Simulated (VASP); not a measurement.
A run of VASP 6.6.1:

INCAR

```
ALGO = Normal ; EDIFF = 1E-6
ENCUT = 910 ; GGA = PE
GGA_COMPAT = F ; ISIF = 2
ISMEAR = 0 ; LASPH = T
LCHARG = F ; LREAL = F
LWAVE = F ; NBANDS = 16
NELM = 120 ; PREC = Accurate
SIGMA = 0.01
```

KPOINTS

```
k-points
0
Gamma
  8 8 8
```

The input POSCAR:

```
ZnO
1.0
    0.0000000000      2.1337703828      2.1337703828
    2.1337703828      0.0000000000      2.1337703828
    2.1337703828      2.1337703828      0.0000000000
Zn O
1 1
Direct
    0.0000000000      0.0000000000      0.0000000000
    0.5000000000      0.5000000000      0.5000000000
```

Potentials or basis: VASP PAW PBE potentials, release 64 (Zn, O_h).

Launch:

```console
$ cat potpaw_PBE.64/Zn/POTCAR potpaw_PBE.64/O_h/POTCAR > POTCAR
$ mpirun -np 1 vasp_std > vasp.out
```

Hardware: 1 thread of AMD EPYC 7R43 64-Core Processor (Zen 3), on a shared host.

Question: Estimate the wall time of this run.

Answer: It took 19 s on 1 thread of AMD EPYC 7R43 64-Core Processor (Zen 3), with other jobs on the host, peak memory 0.14 GiB. Counts: scf iterations 12, k points 29.
